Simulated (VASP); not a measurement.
AlIr:

```
Al Ir
1.0
     2.99455    0.00000    0.00000
     0.00000    2.99455    0.00000
     0.00000    0.00000    2.99455
Al Ir
1 1
Direct
  0.00000 0.00000 0.00000
  0.50000 0.50000 0.50000
```

Base run:

* Program: VASP 6.6.1
* Functional: LDA
* Potentials or basis: VASP PAW LDA potentials, release 64 (Al, Ir)
* Cutoff: 520 eV
* k mesh: 11 × 11 × 11
* Occupations: fermi-dirac, width 0.03 eV
* Spin: collinear spin
* Starting moments: [0.0, 0.2] μB
* Fixed moment: 0.2 μB

Its results: pressure -4.4 GPa; site moments Al +0.00; Ir +0.18 μB.

Question: After a change of settings the same cell gave: pressure -2.7 GPa; site moments Al +0.01; Ir +0.35 μB. Which change was it?
A. fixed moment from 0.2 μB to 1.2 μB; moments at the start from [0.0, 0.2] to [0.0, 1.2]
B. fixed moment from 0.2 μB to 0.9 μB; moments at the start from [0.0, 0.2] to [0.0, 0.9]
C. further incar settings from ALGO = Normal; EDIFF = 1e-07; NBANDS = 17 to ALGO = Normal; EDIFF = 1e-06; NBANDS = 17
D. fixed moment from 0.2 μB to 0.4 μB; moments at the start from [0.0, 0.2] to [0.0, 0.4]

Answer: D.

Caveats: the total moment is fixed, so each spin has its own Fermi level; the cell stands under tension (at least some runs).
